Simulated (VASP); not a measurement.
A run of VASP 6.6.1 is set up as follows.

Contents of POSCAR:

```
KMgF3
1.0
    3.9859000000      0.0000000000      0.0000000000
    0.0000000000      3.9859000000      0.0000000000
    0.0000000000      0.0000000000      3.9859000000
K Mg F
1 1 3
Direct
    0.5000000000      0.5000000000      0.5000000000
    0.0000000000      0.0000000000      0.0000000000
    0.5000000000      0.0000000000      0.0000000000
    0.0000000000      0.5000000000      0.0000000000
    0.0000000000      0.0000000000      0.5000000000
```

File INCAR.step1:

```
PREC = Accurate ; ENCUT = 520
ISMEAR = -1 ; SIGMA = 0.02
LREAL = F ; LASPH = T
NELM = 80 ; NBANDS = 24
GGA = PE ; ALGO = Normal
EDIFF = 1E-4 ; LWAVE = T
LCHARG = F
```

INCAR.step2

```
PREC = Accurate ; ENCUT = 520
EDIFF = 1E-8 ; ISMEAR = -1
SIGMA = 0.02 ; LREAL = F
LASPH = T ; NELM = 80
ALGO = Normal ; ISIF = 2
LWAVE = F ; LCHARG = F
METAGGA = R2SCAN ; LMIXTAU = T
LEFG = T ; NBANDS = 24
ISTART = 1
```

File KPOINTS:

```
Automatic mesh
0
Gamma
  6 6 6
```

Potentials or basis: VASP PAW PBE potentials, release 64 (K_sv, Mg, F).

The run is started by

```sh
$ cat potpaw_PBE.64/K_sv/POTCAR potpaw_PBE.64/Mg/POTCAR potpaw_PBE.64/F/POTCAR > POTCAR
$ cp INCAR.step1 INCAR
$ mpirun -np 1 vasp_std > vasp.out
$ cp INCAR.step2 INCAR
$ mpirun -np 1 vasp_std > vasp.out
```

Q: Predict the band gap on the k mesh.

A: 8.25 eV, indirect (least direct gap 8.57 eV).

Q: Predict the pressure.

A: -0.9 GPa.

Electric field gradients, principal values (V/Å²):
```csv
atom,least,middle,greatest (by size)
1 K,0.000,0.000,0.000
2 Mg,0.000,0.000,0.000
3 F,-22.022,-22.022,44.045
4 F,-22.022,-22.022,44.045
5 F,-22.022,-22.022,44.045
```

Caveat: without QUAD_EFG the Cq values of the log hold for a quadrupole moment of 1 mb, not for the nuclei; the PAW data sets were made with another functional, which shifts forces and pressure a little. A k mesh can miss the band edges.
